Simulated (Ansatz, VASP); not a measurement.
# Two plane-wave programs on Mg5O4

```
CELL_PARAMETERS angstrom
3.00792 0.00000 0.00000
-1.50396 2.60494 0.00000
0.00000 0.00000 24.82384
ATOMIC_POSITIONS crystal
Mg 0.66667 0.33333 0.30213
Mg 0.33333 0.66667 0.40106
Mg 0.00000 0.00000 0.50000
Mg 0.66667 0.33333 0.59894
Mg 0.33333 0.66667 0.69787
O 0.00000 0.00000 0.35160
O 0.66667 0.33333 0.45053
O 0.33333 0.66667 0.54947
O 0.00000 0.00000 0.64840
```

Alike in both runs: task single point; functional PBE; k mesh 9 × 9 × 1; occupations gaussian, width 0.05 eV; no spin polarisation.

|  | VASP | Ansatz |
| --- | --- | --- |
| version | VASP 6.6.1 | Ansatz 0.2.0 |
| potentials or method | VASP PAW PBE potentials, release 64 (Mg, O), cutoff 520 eV | scalar-relativistic, plane waves, PAW |
| valence electrons in the cell | 34 | 74 |

Ansatz gave:

```
gap on the k mesh at the Fermi level (eV)  : none
rms of the force components (eV/Å)         : 0.178
work function, face that differs most (eV) : 4.26
```

Q: Estimate VASP's values.

A: gap on the k mesh at the Fermi level (eV): none; rms of the force components (eV/Å): 0.172; work function, face that differs most (eV): 4.26.

A gap of «none» marks a metal or a gap that the smearing closes. The functional is the same, so the differences come from potentials, cutoffs and numerics. VASP's potentials hold 34 valence electrons a cell and Ansatz's 74, so a difference there can come from the potentials and not from the codes. Ansatz's warnings: xc potential rough in thin density.
